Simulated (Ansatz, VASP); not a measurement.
## Two plane-wave programs on Se

The input INCAR:

```
PREC = Accurate ; ENCUT = 520
EDIFF = 1E-6 ; ISMEAR = -1
SIGMA = 0.05 ; LREAL = F
LASPH = T ; NELM = 80
ALGO = Normal ; ISIF = 2
LWAVE = F ; LCHARG = F
GGA = PS ; NBANDS = 13
```

File KPOINTS:

```
regular mesh
0
Gamma
  4 4 4
```

File POSCAR:

```
Se
1.0
   -0.0107779035      3.0942299263      3.1278257334
    3.1638956503      0.0117094510      3.1053383789
    3.1885766487      3.0964235702     -0.0129715475
Se
2
Direct
    0.4913800000      0.5098000000      0.4985300000
    0.7581100000      0.7324300000      0.7726200000
```

Input for Ansatz:

```yaml
crystal:
  lattice:
    - [-0.010777903527193398, 3.0942299262841875, 3.1278257333754573]
    - [3.1638956502912783, 0.01170945095101216, 3.1053383788972515]
    - [3.1885766487029925, 3.096423570217696, -0.012971547460702091]
  atoms:
    - { symbol: Se, position: [0.49138, 0.5098, 0.49853] }
    - { symbol: Se, position: [0.75811, 0.73243, 0.77262] }
basis:
  ecutwfc: 540.0
  xc_grid: 2
kpoints:
  mp_grid:
    grid: [4, 4, 4]
hamiltonian:
  xc: pbesol
scf:
  convergence:
    dr2_threshold: 1.0e-09
  occupations:
    method: fermi_dirac
    width: 0.05
output:
  forces: true
  stress: true
```

Alike in both runs: task single point; functional PBEsol; k mesh 4 × 4 × 4; occupations fermi-dirac, width 0.05 eV; no spin polarisation.

|  | VASP | Ansatz |
| --- | --- | --- |
| version | VASP 6.6.1 | Ansatz 0.2.0 |
| potentials or method | VASP PAW PBE potentials, release 64 (Se), cutoff 520 eV | plane waves, PAW |
| valence electrons in the cell | 12 | 32 |

|  | VASP | Ansatz | Ansatz less VASP |
| --- | --- | --- | --- |
| pressure (GPa) | -0.4 | -0.5 | -0.07 |
| traceless stress, the component that is largest in VASP (GPa) | 2.88 | 2.89 | +0.006 |
| rms of the force components (eV/Å) | 0.571 | 0.570 | -0.0012 |

VASP's potentials were made for PBE, not for PBEsol. Atom by atom the forces differ by 0.001 eV/Å (rms over components). VASP's potentials hold 12 valence electrons a cell and Ansatz's 32, so a difference there can come from the potentials and not from the codes. Ansatz's warnings: stress scf threshold loose.

The k mesh is coarse, so the values compare programs but aren't converged.
